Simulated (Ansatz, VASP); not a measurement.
**One calculation of B, two programs**

```
B
1.0
     2.10059    0.00000    0.00000
    -1.05030    1.81917    0.00000
     0.00000    0.00000    3.43027
B
2
Direct
  0.33333 0.66667 0.25000
  0.66667 0.33333 0.75000
```

Alike in both runs: task relaxation of cell and atoms; functional r2SCAN; k mesh 17 × 17 × 9; occupations fermi-dirac, width 0.1 eV; no spin polarisation.

|  | VASP | Ansatz |
| --- | --- | --- |
| version | VASP 6.6.1 | Ansatz 0.2.0 |
| potentials or method | VASP PAW PBE potentials, release 64 (B), cutoff 600 eV | plane waves (500 eV) with PAW, scalar-relativistic |
| valence electrons in the cell | 6 | 6 |

```csv
,VASP,Ansatz,Ansatz less VASP
relaxed volume (Å³/atom),7.84,9.81,+1.968
relaxed cell length with the largest relative difference (Å),6.203,7.766,+1.5633
```

VASP's potentials were made for PBE, not for r2SCAN. One of these differences is far larger than is usual between the two programs; its cause wasn't traced.

Noted on VASP's run: the volume moved by over 15 % at a fixed basis, so the end points are rough.
